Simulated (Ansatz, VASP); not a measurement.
# One calculation of Yb, two programs

Contents of INCAR:

```
SYSTEM = Yb
PREC = Accurate
ENCUT = 520
EDIFF = 1E-6
ISMEAR = -1
SIGMA = 0.1
LREAL = .False.
LASPH = .True.
NELM = 60
ALGO = Normal
ISIF = 2
LWAVE = .False.
LCHARG = .False.
GGA = PE
NBANDS = 18
```

KPOINTS

```
Automatic mesh
0
Gamma
  17 17 17
  0 0 0
```

File POSCAR:

```
Yb
1.0
    0.0000000000      2.5060704064      2.5060704064
    2.5060704064      0.0000000000      2.5060704064
    2.5060704064      2.5060704064      0.0000000000
Yb
1
Direct
    0.0000000000      0.0000000000      0.0000000000
```

Input for Ansatz:

```yaml
crystal:
  lattice:
    - [0.0, 2.5060704064, 2.5060704064]
    - [2.5060704064, 0.0, 2.5060704064]
    - [2.5060704064, 2.5060704064, 0.0]
  atoms:
    - { symbol: Yb, position: [0.0, 0.0, 0.0] }
hamiltonian:
  xc: pbe
  pseudopotentials:
    kind: paw
    azcp:
      Yb: "pseudopotentials/Yb.paw.azcp"
basis:
  ecutwfc: 420
  fft_grid_basis: typed
kpoints:
  mp_grid: { grid: [17, 17, 17], shift: [0, 0, 0] }
magnetization:
  spin_polarized: false
scf:
  occupations: { method: fermi_dirac, width: 0.1 }
output:
  stress: true
```

Alike in both runs: task single point; functional PBE; k mesh 17 × 17 × 17; occupations fermi-dirac, width 0.1 eV; no spin polarisation.

|  | VASP | Ansatz |
| --- | --- | --- |
| version | VASP 6.6.1 | Ansatz 0.2.0 |
| potentials or method | VASP PAW PBE potentials, release 64 (Yb), cutoff 520 eV | plane waves (420 eV) with PAW, scalar-relativistic |
| valence electrons in the cell | 24 | 24 |

|  | VASP | Ansatz | Ansatz less VASP |
| --- | --- | --- | --- |
| pressure (GPa) | 2.8 | 2.9 | +0.06 |

Neither program's run includes spin-orbit coupling.
